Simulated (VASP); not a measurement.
# Ge (P6/mmm) in VASP: further runs

The runs below take Ge through single point, with PBE.

Everything below comes from runs of VASP 6.6.1. Logs are shortened: lines on timing, memory, paths and dates and some standing lists are left out, and cuts for length are marked.

## 1. The cell of the first run

It takes space group P6/mmm (No. 191, hexagonal). Conventional cell: a = 4.722 Å, b = 4.722 Å, c = 2.658 Å, α = 90.00°, β = 90.00°, γ = 120.00°. Within 3.5 Å of Ge (site symmetry 6/mmm) lie 14 Ge at 2.66 to 3.03 Å. Ge (site symmetry -6m2) has 11 Ge at 2.66 to 3.03 Å within 3.5 Å.

## 2. Single point, PBE

INCAR reads:

```
PREC = Accurate
ENCUT = 520
EDIFF = 1E-6
ISMEAR = -1
SIGMA = 0.08
LREAL = False
LASPH = True
NELM = 60
ALGO = Normal
ISIF = 2
LWAVE = False
LCHARG = False
GGA = PE
NBANDS = 28
```

KPOINTS reads:

```
regular mesh
0
Gamma
  8 8 10
```

POSCAR reads:

```
Ge
1.0
    4.7218417839      0.0000000000      0.0000000000
   -2.3609208919      4.0892349375      0.0000000000
    0.0000000000      0.0000000000      2.6577268179
Ge
3
Direct
    0.0000000000      0.0000000000      0.0000000000
    0.3333333333      0.6666666667      0.5000000000
    0.6666666667      0.3333333333      0.5000000000
```

Potentials or basis: VASP PAW PBE potentials, release 64 (Ge_d).

On the command line:

```bash
cat potpaw_PBE.64/Ge_d/POTCAR > POTCAR
mpirun -np 1 vasp_std > vasp.out
```

OUTCAR:

```text
PREC = Accurate
   ENCUT = 520
   EDIFF = 1E-6
   ISMEAR = -1
   LREAL = False
   LASPH = True
   NELM = 60
   ISIF = 2
   GGA = PE

 ion  position               nearest neighbor table
   1  0.000  0.000  0.000-
   2  0.333  0.667  0.500-   3 2.73   3 2.73   3 2.73
   3  0.667  0.333  0.500-   2 2.73   2 2.73   2 2.73

  LATTYP: Found a hexagonal cell.
 ALAT       =     4.7218417839
 C/A-ratio  =     0.5628580837

  Lattice vectors:

 A1 = (   4.7218417839,   0.0000000000,   0.0000000000)
 A2 = (  -2.3609208919,   4.0892349375,   0.0000000000)
 A3 = (   0.0000000000,   0.0000000000,   2.6577268179)

Analysis of symmetry for initial positions (statically):
=====================================================================
 Subroutine PRICEL returns:
 Original cell was already a primitive cell.

 Routine SETGRP: Setting up the symmetry group for a
 hexagonal supercell.

 Subroutine GETGRP returns: Found 24 space group operations
 (whereof 24 operations were pure point group operations)
 out of a pool of 24 trial point group operations.

The static configuration has the point symmetry D_6h.

Analysis of symmetry for dynamics (positions and initial velocities):
=====================================================================
 Subroutine PRICEL returns:
 Original cell was already a primitive cell.

 Routine SETGRP: Setting up the symmetry group for a
 hexagonal supercell.

 Subroutine GETGRP returns: Found 24 space group operations
 (whereof 24 operations were pure point group operations)
 out of a pool of 24 trial point group operations.

The dynamic configuration has the point symmetry D_6h.

 Subroutine INISYM returns: Found 24 space group operations
 (whereof 24 operations are pure point group operations),
 and found     1 'primitive' translations

----------------------------------------------------------------------------------------

                                     Primitive cell

  volume of cell :      51.3173

  direct lattice vectors                    reciprocal lattice vectors
     4.721841784  0.000000000  0.000000000     0.211781768  0.122272261  0.000000000
    -2.360920892  4.089234937  0.000000000     0.000000000  0.244544521  0.000000000
     0.000000000  0.000000000  2.657726818     0.000000000  0.000000000  0.376261395

  length of vectors
     4.721841784  4.721841784  2.657726818     0.244544521  0.244544521  0.376261395

  position of ions in fractional coordinates (direct lattice)
     0.000000000  0.000000000  0.000000000
     0.333333333  0.666666667  0.500000000
     0.666666667  0.333333333  0.500000000

  ion indices of the primitive-cell ions
   primitive index   ion index
                 1           1
                 2           2
                 3           3

----------------------------------------------------------------------------------------

 KPOINTS: regular mesh

Automatic generation of k-mesh.
 Grid dimensions read from file:
 generate k-points for:    8    8   10

 Generating k-lattice:

  Cartesian coordinates                     Fractional coordinates (reciprocal lattice)
     0.026472721  0.015284033  0.000000000     0.125000000  0.000000000  0.000000000
     0.000000000  0.030568065  0.000000000     0.000000000  0.125000000  0.000000000
     0.000000000  0.000000000  0.037626139     0.000000000  0.000000000  0.100000000

  Length of vectors
     0.030568065  0.030568065  0.037626139

  Shift w.r.t. Gamma in fractional coordinates (k-lattice)
     0.000000000  0.000000000  0.000000000

 Subroutine IBZKPT returns following result:
 ===========================================

 Found     60 irreducible k-points:

 Following reciprocal coordinates:
            Coordinates               Weight
  0.000000  0.000000  0.000000      1.000000
  0.125000  0.000000  0.000000      6.000000
  0.250000  0.000000  0.000000      6.000000
  0.375000  0.000000  0.000000      6.000000
  0.500000  0.000000  0.000000      3.000000
  0.125000  0.125000  0.000000      6.000000
[... 16 lines left out ...]
  0.250000  0.000000  0.200000     12.000000
  0.375000  0.000000  0.200000     12.000000
 [... further k-points ...]
   k-points           NKPTS =     60   k-points in BZ     NKDIM =     60   number of bands    NBANDS=     28
   number of dos      NEDOS =    301   number of ions     NIONS =      3
   total plane-waves  NPLWV =  25920
   dimension x,y,z NGX =    36 NGY =   36 NGZ =   20
   dimension x,y,z NGXF=    72 NGYF=   72 NGZF=   40
   ions per type =               3
   NGX,Y,Z   is equivalent  to a cutoff of  12.67, 12.67, 12.51 a.u.
   NGXF,Y,Z  is equivalent  to a cutoff of  25.35, 25.35, 25.02 a.u.
 SYSTEM =  unknown system
   PREC   = accura    normal or accurate (medium, high low for compatibility)
   ISTART =      0    job   : 0-new  1-cont  2-samecut
   ICHARG =      2    charge: 1-file 2-atom 10-const
   ISPIN  =      1    spin polarized calculation?
   LNONCOLLINEAR =      F non collinear calculations
   LSORBIT =      F    spin-orbit coupling
   LASPH  =      T    aspherical Exc in radial PAW
   ENCUT  =  520.0 eV  38.22 Ry    6.18 a.u.   8.78  8.78  4.94*2*pi/ulx,y,z
   NELM   =     60;   NELMIN=  2; NELMDL= -5     # of ELM steps
   EDIFF  = 0.1E-05   stopping-criterion for ELM
   LREAL  =      F    real-space projection
   EDIFFG = 0.1E-04   stopping-criterion for IOM
   NSW    =      0    number of steps for IOM
   IBRION =     -1    ionic relax: 0-MD 1-quasi-New 2-CG
   NFREE  =      0    steps in history (QN), initial steepest desc. (CG)
   ISIF   =      2    stress and relaxation
   ISYM   =      2    0-nonsym 1-usesym 2-fastsym
   POTIM  = 0.5000    time-step for ionic-motion
   TEBEG  =    0.0;   TEEND  =   0.0 temperature during run
   PSTRESS=    0.0 pullay stress
   NELECT =      42.0000    total number of electrons
   NUPDOWN=      -1.0000    fix difference up-down
   EMIN   =  10.00;   EMAX   =-10.00  energy-range for DOS
   EFERMI =   0.00;   METHOD = LEGACY
   ISMEAR =    -1;   SIGMA  =   0.08  broadening in eV -4-tet -1-fermi 0-gaus
   EFERMI_NEDOS =   21; number of points for ismear=-14 and -15
   IALGO  =     38    algorithm
   IMIX   =      4    mixing-type and parameters
     AMIX     =   0.40;   BMIX     =  1.00
     AMIX_MAG =   1.60;   BMIX_MAG =  1.00
  volume/ion in A,a.u.               =      17.11       115.44
  Fermi-wavevector in a.u.,A,eV,Ry     =   1.531334  2.893802 31.905450  2.344984
  Thomas-Fermi vector in A             =   2.638693
   LORBIT       =      0    0 simple, 1 ext, 2 COOP (PROOUT), +10 PAW based schemes
   GGA     = PE    functional components
[... 5 lines left out ...]
 non-spin polarized calculation
  energy-cutoff  :      520.00
  volume of cell :       51.32
 maximum number of plane-waves:      1438
 NGX is ok and might be reduce to    36

 number of electron      41.9999992 magnetization

 Free energy of the ion-electron system (eV)
  ---------------------------------------------------
  ext. energy  EPLUGINS =         0.00000000
  ---------------------------------------------------
  free energy    TOTEN  =       -12.38695022 eV

  energy without entropy =      -12.36422619  energy(sigma->0) =      -12.37558820

 E-fermi :   7.8265     XC(G=0): -11.7880

 val. band max:        7.8180443502   @ k =   0.2500   0.0000   0.4000
 cond. band min:       7.8673325210   @ k =   0.3750   0.0000   0.3000
 fundamental gap:      0.0492881708
 Fermi energy:         7.8264848662

 k-point     1 :       0.0000    0.0000    0.0000
  band No.  band energies     occupation
      1     -17.1241      2.00000
      2     -17.0137      2.00000
      3     -17.0137      2.00000
      4     -16.9449      2.00000
      5     -16.9449      2.00000
      6     -16.9445      2.00000
[... 20 lines left out ...]
     27      19.5383      0.00000
     28      19.6753      0.00000

 k-point     2 :       0.1250    0.0000    0.0000
  band No.  band energies     occupation
      1     -17.1237      2.00000
      2     -17.0145      2.00000
      3     -17.0144      2.00000
      4     -16.9452      2.00000
      5     -16.9448      2.00000
      6     -16.9433      2.00000
[... 20 lines left out ...]
     27      19.2392      0.00000
     28      19.4174      0.00000

 k-point     3 :       0.2500    0.0000    0.0000
  band No.  band energies     occupation
      1     -17.1228      2.00000
      2     -17.0168      2.00000
      3     -17.0163      2.00000
      4     -16.9458      2.00000
      5     -16.9442      2.00000
      6     -16.9393      2.00000
[... 20 lines left out ...]
     27      18.3315      0.00000
     28      19.0069      0.00000

 k-point     4 :       0.3750    0.0000    0.0000
  band No.  band energies     occupation
      1     -17.1220      2.00000
      2     -17.0205      2.00000
      3     -17.0179      2.00000
      4     -16.9465      2.00000
      5     -16.9435      2.00000
      6     -16.9330      2.00000
[... 20 lines left out ...]
     27      18.3063      0.00000
     28      18.7051      0.00000

 k-point     5 :       0.5000    0.0000    0.0000
  band No.  band energies     occupation
      1     -17.1216      2.00000
      2     -17.0223      2.00000
      3     -17.0186      2.00000
      4     -16.9468      2.00000
      5     -16.9431      2.00000
      6     -16.9286      2.00000
[... 20 lines left out ...]
     27      16.8638      0.00000
     28      18.5962      0.00000

 k-point     6 :       0.1250    0.1250    0.0000
  band No.  band energies     occupation
      1     -17.1231      2.00000
      2     -17.0161      2.00000
      3     -17.0157      2.00000
      4     -16.9456      2.00000
      5     -16.9445      2.00000
      6     -16.9406      2.00000
[... 463 lines left out ...]
      5     -16.9829      2.00000
      6     -16.8648      2.00000
[... 20 lines left out ...]
     27      16.3915      0.00000
     28      18.7369      0.00000

 k-point    22 :       0.1250    0.0000    0.2000
  band No.  band energies     occupation
      1     -17.0384      2.00000
      2     -17.0147      2.00000
      3     -17.0143      2.00000
      4     -16.9831      2.00000
      5     -16.9828      2.00000
      6     -16.8630      2.00000
[... 20 lines left out ...]
     27      15.9697      0.00000
     28      18.9394      0.00000

 k-point    23 :       0.2500    0.0000    0.2000
  band No.  band energies     occupation
      1     -17.0381      2.00000
      2     -17.0147      2.00000
      3     -17.0141      2.00000
      4     -16.9827      2.00000
      5     -16.9825      2.00000
      6     -16.8591      2.00000
[... 20 lines left out ...]
     27      14.9458      0.00000
     28      18.0769      0.00000

 k-point    24 :       0.3750    0.0000    0.2000
  band No.  band energies     occupation
      1     -17.0380      2.00000
      2     -17.0145      2.00000
      3     -17.0145      2.00000
      4     -16.9829      2.00000
      5     -16.9806      2.00000
      6     -16.8576      2.00000
[... 20 lines left out ...]
     27      13.4385      0.00000
     28      17.1042      0.00000

 [... further k-points ...]
[... 5 lines left out ...]
  --------------------------------------------------------------------------------------
  -------------------------------------------------------------------------------------
  Total        3.4747519      3.4747519      3.4553098      0.0000000      0.0000000     -0.0000000
  in kB      108.4852141    108.4852141    107.8782114      0.0000000      0.0000000     -0.0000000
  external PRESSURE =     108.2828799 kB  Pullay stress =       0.0000000 kB

 VOLUME and BASIS-vectors are now :
 -----------------------------------------------------------------------------
  energy-cutoff  :      520.00
  volume of cell :       51.32
      direct lattice vectors                 reciprocal lattice vectors
     4.721841784  0.000000000  0.000000000     0.211781768  0.122272261  0.000000000
    -2.360920892  4.089234937  0.000000000     0.000000000  0.244544521  0.000000000
     0.000000000  0.000000000  2.657726818     0.000000000  0.000000000  0.376261395

 POSITION                                       TOTAL-FORCE (eV/Angst)
 -----------------------------------------------------------------------------------
      0.00000      0.00000      0.00000         0.000000      0.000000     -0.000000
     -0.00000      2.72616      1.32886         0.000000     -0.000000      0.000000
      2.36092      1.36308      1.32886        -0.000000      0.000000     -0.000000
 -----------------------------------------------------------------------------------
    total drift:                                0.000000      0.000000     -0.000000

  FREE ENERGIE OF THE ION-ELECTRON SYSTEM (eV)
  ---------------------------------------------------
  free  energy   TOTEN  =       -12.3869502152 eV

  energy  without entropy=      -12.3642261928  energy(sigma->0) =      -12.37558820
```

Wall time 26 s (1 thread of Intel Xeon 6975P-C (Granite Rapids), shared host); peak memory 0.2 GiB.

Results:

* Free energy: -12.3870 eV
* Pressure: 10.8 GPa
* Band gap on the k mesh: zero (band 21 reaches 9.56 eV, above the bottom of band 22 at 4.17 eV)

Levels at points of the mesh, in eV from the Fermi level:
```csv
k point,band 17,band 18,band 19,band 20,band 21,band 22,band 23,band 24,band 25,band 26
"(0.00, 0.00, 0.00)",-6.88,-6.63,-3.73,-3.73,-3.66,-3.66,6.08,9.42,9.42,9.91
"(0.50, 0.00, 0.00)",-11.73,-8.14,-6.05,1.02,1.12,2.81,3.07,4.80,8.20,8.31
"(0.00, 0.00, 0.50)",-8.06,-1.79,-1.44,-1.44,-1.01,-0.28,-0.28,1.20,1.20,2.26
"(0.50, 0.00, 0.50)",-6.62,-6.38,-5.27,-2.97,-2.35,-1.57,0.26,4.59,5.09,6.64
```

## 3. Single point, PBE

INCAR reads:

```
SYSTEM = Ge
PREC     = Accurate       ! precision mode
ENCUT    = 520            ! plane-wave cutoff, eV
EDIFF    = 1E-7           ! SCF threshold, eV
ISMEAR   = -1             ! smearing method
SIGMA    = 0.08           ! smearing width, eV
LREAL    = .False.        ! projectors in reciprocal space
LASPH    = .True.         ! aspherical terms in the spheres
NELM     = 100            ! most SCF steps
ALGO     = Normal         ! electronic algorithm
ISIF     = 2              ! what is computed and relaxed
LWAVE    = .False.        ! write WAVECAR
LCHARG   = .False.        ! write CHGCAR
GGA      = PE             ! functional
NBANDS   = 28             ! bands
```

KPOINTS reads:

```
Automatic mesh
0
Gamma
  8 8 10
  0 0 0
```

POSCAR is that of step 2.

Potentials or basis: VASP PAW PBE potentials, release 64 (Ge_d).

On the command line:

```bash
cat potpaw_PBE.64/Ge_d/POTCAR > POTCAR
mpirun -np 1 vasp_std > vasp.out
```

Wall time 28 s (1 thread of Intel Xeon 6975P-C (Granite Rapids), shared host); peak memory 0.2 GiB.

Results (log left out):

```
Free energy            : -12.3870 eV
Pressure               : 10.8 GPa
Band gap on the k mesh : zero (band 21 reaches 9.56 eV, above the bottom of band 22 at 4.17 eV)
```

Levels at points of the mesh, in eV from the Fermi level:
| k point | band 19 | band 20 | band 21 | band 22 | band 23 | band 24 |
| --- | --- | --- | --- | --- | --- | --- |
| (0.00, 0.00, 0.00) | -3.73 | -3.73 | -3.66 | -3.66 | 6.08 | 9.42 |
| (0.50, 0.00, 0.00) | -6.05 | 1.02 | 1.12 | 2.81 | 3.07 | 4.80 |
| (0.00, 0.00, 0.50) | -1.44 | -1.44 | -1.01 | -0.28 | -0.28 | 1.20 |
| (0.50, 0.00, 0.50) | -5.27 | -2.97 | -2.35 | -1.57 | 0.26 | 4.59 |

[end of part 1 of 2]
